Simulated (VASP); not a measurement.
A run of VASP 6.6.1:

POSCAR

```
PtSe2
1.0
    3.7090997528      0.0000000000      0.0000000000
   -1.8545498764      3.2121746111      0.0000000000
    0.0000000000      0.0000000000     49.2400000000
Se Pt
6 3
Direct
    0.6666666667      0.3333333333      0.1759233586
    0.3333333333      0.6666666667      0.2291775716
    0.6666666667      0.3333333333      0.2853396042
    0.3333333333      0.6666666667      0.3385434178
    0.6666666667      0.3333333333      0.3947054503
    0.3333333333      0.6666666667      0.4479596633
    0.0000000000      0.0000000000      0.2027534717
    0.0000000000      0.0000000000      0.3119415110
    0.0000000000      0.0000000000      0.4211295503
```

File INCAR.step1:

```
ALGO = Normal
DIPOL = 0.5 0.5 0.312
EDIFF = 1E-4
ENCUT = 520
GGA = PE
IDIPOL = 3
ISMEAR = 0
LASPH = T
LCHARG = F
LDIPOL = T
LREAL = F
LWAVE = T
NBANDS = 43
NELM = 100
PREC = Accurate
SIGMA = 0.02
```

INCAR.step2

```
ALGO = Normal
BPARAM = 11.95
CPARAM = 0.0093
DIPOL = 0.5 0.5 0.312
EDIFF = 1E-6
ENCUT = 520
IDIPOL = 3
ISIF = 2
ISMEAR = 0
ISTART = 1
IVDW_NL = 2
LASPH = T
LCHARG = F
LDIPOL = T
LMIXTAU = T
LREAL = F
LUSE_VDW = T
LWAVE = F
METAGGA = R2SCAN
NBANDS = 43
NELM = 100
PREC = Accurate
SIGMA = 0.02
```

KPOINTS

```
k-points
0
Gamma
  12 12 1
```

Potentials or basis: VASP PAW PBE potentials, release 64 (Se, Pt).

The run is started by

```console
$ cat potpaw_PBE.64/Se/POTCAR potpaw_PBE.64/Pt/POTCAR > POTCAR
$ cp INCAR.step1 INCAR
$ mpirun -np 1 vasp_std > vasp.out
$ cp INCAR.step2 INCAR
$ mpirun -np 1 vasp_std > vasp.out
```

Hardware: 1 thread of Intel(R) Xeon(R) Platinum 8559C (Emerald Rapids) (shared host).

**Question.** Estimate the wall time of this run.

**Answer.** Wall time 41 min on 1 thread of Intel(R) Xeon(R) Platinum 8559C (Emerald Rapids), on a shared host, peak memory 1.9 GiB. Counts: k points 19.
